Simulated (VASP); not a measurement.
**W: single point with PBE**

W:

```xyz
1
Lattice="2.8546 0.0000 0.0000 0.0000 4.0370 0.0000 1.4273 2.0185 1.4273" Properties=species:S:1:pos:R:3 pbc="T T T"
W     0.0000    0.0000    0.0000
```

```
Program                : VASP 6.6.1
Task                   : single point
Functional             : PBE
Potentials or basis    : VASP PAW PBE potentials, release 64 (W_sv)
Cutoff                 : 520 eV
k mesh                 : 12 × 9 × 24
Occupations            : gaussian, width 0.1 eV
Spin                   : no spin polarisation
Dipole correction      : no
Further INCAR settings : ALGO = Fast; EDIFF = 1e-06; NBANDS = 13; ISYM = 0
```

The pressure is 0.4 GPa. The band gap on the k mesh is zero (band 7 reaches 13.49 eV, above the bottom of band 8 at 9.91 eV).

Levels at points of the mesh, in eV from the Fermi level:
```
           k point  band 3  band 4  band 5  band 6  band 7  band 8  band 9  band 10  band 11  band 12
(0.00, 0.00, 0.00)  -37.30  -37.30   -8.97   -0.55   -0.55   -0.54    2.57     2.57    12.79    18.00
(0.50, 0.00, 0.00)  -37.71  -37.71   -5.46   -4.49    3.04    5.00    5.76     5.76    11.73    11.73
(0.00, 0.00, 0.50)  -37.72  -37.71   -5.46   -4.50    3.04    5.00    5.76     5.77    11.73    11.73
(0.50, 0.00, 0.50)  -37.71  -37.71   -5.46   -4.49    3.04    5.00    5.76     5.76    11.73    11.73
```

Run time: 2.7 min on 1 thread of Intel(R) Xeon(R) 6975P-C (Granite Rapids), with other jobs on the host, peak memory 0.37 GiB.

Caveat: spin-orbit coupling is left out, which moves the levels of the heavy elements.
